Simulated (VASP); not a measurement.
Wanted: the native input for a VASP 6.6.1 run.

```yaml
Task: single point
Functional: PBE
Potentials_or_basis: VASP PAW PBE potentials, release 64 (Hf_pv, N)
Cutoff: 520 eV
k_mesh: 16 × 16 × 16
Occupations: fermi-dirac, width 0.05 eV
Spin: no spin polarisation
Dipole_correction: no
Further_INCAR_settings: ALGO = Normal; EDIFF = 1e-06; NBANDS = 14
```

The structure of HfN lies in POSCAR:

```
HfN
1.0
    0.0000000000      2.2672247310      2.2333015231
    2.2672247310      0.0000000000      2.2333015231
    2.2672247310      2.2672247310      0.0000000000
Hf N
1 1
Direct
    0.0000000000      0.0000000000      0.0000000000
    0.5000000000      0.5000000000      0.5000000000
```

This cell differs from its parent crystal: z stretched by -1 % at fixed volume.

The input as run:

INCAR

```
SYSTEM = HfN
PREC = Accurate ; ENCUT = 520
EDIFF = 1E-6 ; ISMEAR = -1
SIGMA = 0.05 ; LREAL = .FALSE.
LASPH = .TRUE. ; NELM = 60
ALGO = Normal ; ISIF = 2
LWAVE = .FALSE. ; LCHARG = .FALSE.
GGA = PE ; NBANDS = 14
```

KPOINTS

```
regular mesh
0
G
  16 16 16
  0 0 0
```

Potentials or basis: VASP PAW PBE potentials, release 64 (Hf_pv, N).

The run is started by

```sh
$ cat potpaw_PBE.64/Hf_pv/POTCAR potpaw_PBE.64/N/POTCAR > POTCAR
$ mpirun -np 1 vasp_std > vasp.out
```

It gave:

| Property | Result |
| --- | --- |
| Pressure | 4.4 GPa |
| Band gap on the k mesh | zero (an odd number of electrons rules out a gap without spin polarisation) |

Caveat: the stress differs along the axes, from 2 to 10 GPa; spin-orbit coupling is left out, which moves the levels of the heavy elements.

Run time: 30 s on 1 thread of Intel(R) Xeon(R) 6975P-C (Granite Rapids), with other jobs on the host, peak memory 0.23 GiB.
